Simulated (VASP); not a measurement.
Wanted: the native input for a VASP 6.6.1 run.

- Task: single point
- Functional: PBE
- Potentials or basis: VASP PAW PBE potentials, release 64 (Rh_pv)
- Cutoff: 520 eV
- k mesh: 22 × 22 × 22
- Occupations: gaussian, width 0.15 eV
- Spin: no spin polarisation
- Dipole correction: no
- Further INCAR settings: ALGO = Fast; EDIFF = 1e-07; NBANDS = 14

The structure of Rh lies in POSCAR:

```
Rh
1.0
    0.0000000000      1.9015500000      1.9015500000
    1.9585965000      0.0000000000      1.9015500000
    1.9585965000      1.9015500000      0.0000000000
Rh
1
Direct
    0.0000000000      0.0000000000      0.0000000000
```

This cell differs from its parent crystal: strain +0.0300 x Voigt [1, 0, 0, 0, 0, 0].

These files were run (other wordings do the same):

INCAR

```
PREC = Accurate
ENCUT = 520
EDIFF = 1E-7
ISMEAR = 0
SIGMA = 0.15
LREAL = F
LASPH = T
NELM = 60
ALGO = Fast
ISIF = 2
LWAVE = F
LCHARG = F
GGA = PE
NBANDS = 14
```

KPOINTS

```
Automatic mesh
0
Gamma
  22 22 22
```

Potentials or basis: VASP PAW PBE potentials, release 64 (Rh_pv).

The run is started by

```sh
$ cat potpaw_PBE.64/Rh_pv/POTCAR > POTCAR
$ mpirun -np 1 vasp_std > vasp.out
```

It gave:

```yaml
Pressure: -1.9 GPa
```

Caveat: the cell differs from its parent crystal (strain +0.0300 x Voigt [1, 0, 0, 0, 0, 0]).

Wall time 56 s on 1 thread of Intel(R) Xeon(R) 6975P-C (Granite Rapids) (shared host), peak memory 0.25 GiB.
